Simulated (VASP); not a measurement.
A run of VASP 6.6.1 is set up as follows.

The input INCAR:

```
PREC = Accurate
ENCUT = 520
EDIFF = 1E-6
ISMEAR = 0
SIGMA = 0.05
LREAL = F
LASPH = T
NELM = 100
ALGO = Normal
ISIF = 2
LWAVE = F
LCHARG = F
GGA = PS
IVDW = 12
NBANDS = 35
```

The input KPOINTS:

```
regular mesh
0
Gamma
  12 12 4
```

File POSCAR:

```
SnO2
1.0
    3.1779419946      0.0000000000      0.0000000000
   -1.5889709973      2.7521784991      0.0000000000
    0.0000000000      0.0000000000     10.1134263721
Sn O
2 4
Direct
   -0.1024303573     -0.0749842258      0.5000000000
    0.1024303573      0.0749842258      0.0000000000
    0.5627820105      0.2572844869      0.4003665319
    0.7705513228      0.4093821798      0.0996334681
    0.2294486772      0.5906178202      0.5996334681
    0.4372179895      0.7427155131      0.9003665319
```

Potentials or basis: VASP PAW PBE potentials, release 64 (Sn_d, O).

Run with:

```bash
$ cat potpaw_PBE.64/Sn_d/POTCAR potpaw_PBE.64/O/POTCAR > POTCAR
$ mpirun -np 1 vasp_std > vasp.out
```

Q: Predict the pressure.

A: 0.6 GPa.

Q: What does it give for the band gap on the k mesh?

A: 2.18 eV (least direct gap 2.57 eV).

Forces on the atoms (eV/Å):
```
Sn  -0.050 -0.049  0.001
Sn   0.050  0.049  0.001
O   -0.003  0.000 -0.083
O   -0.003  0.000  0.081
O    0.003  0.000  0.081
O    0.003  0.000 -0.083
```

Caveat: the cell differs from its parent crystal (atoms displaced along several vibrational modes); the PAW data sets were made with another functional, which shifts forces and pressure a little; spin-orbit coupling is left out, which moves the levels of the heavy elements. A k mesh can miss the band edges.
